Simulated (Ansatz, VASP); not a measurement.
One calculation of PtRh2, two programs

```
Rh Pt
1.0
     1.37083    0.79145    6.74438
    -1.37083    0.79145    6.74438
     0.00000   -1.58289    6.74438
Rh Pt
2 1
Direct
  0.77949 0.77949 0.77949
  0.22051 0.22051 0.22051
  0.00000 0.00000 0.00000
```

Alike in both runs: functional PBE; k mesh 18 × 18 × 18; occupations gaussian, width 0.1 eV; no spin polarisation.

Ansatz relaxed the structure, and its values are those at the end. VASP's run is a single point on that final structure, the one shown.

```csv
,VASP,Ansatz
version,VASP 6.6.1,Ansatz 0.2.0
potentials or method,"VASP PAW PBE potentials, release 64 (Rh_pv, Pt), cutoff 520 eV","scalar-relativistic, plane waves, PAW"
valence electrons in the cell,40,52
```

|  | VASP | Ansatz | Ansatz less VASP |
| --- | --- | --- | --- |
| gap on the k mesh at the Fermi level (eV) | none | none | - |
| pressure (GPa) | -0.1 | 0.0 | +0.14 |
| rms of the force components (eV/Å) | 0.004 | 0.001 | -0.0031 |

A gap of «none» marks a metal or a gap that the smearing closes. With one functional, cell and mesh, what is left measures potentials, basis and numerics. VASP's potentials hold 40 valence electrons a cell and Ansatz's 52, so a difference there can come from the potentials and not from the codes.

Neither program's run includes spin-orbit coupling.
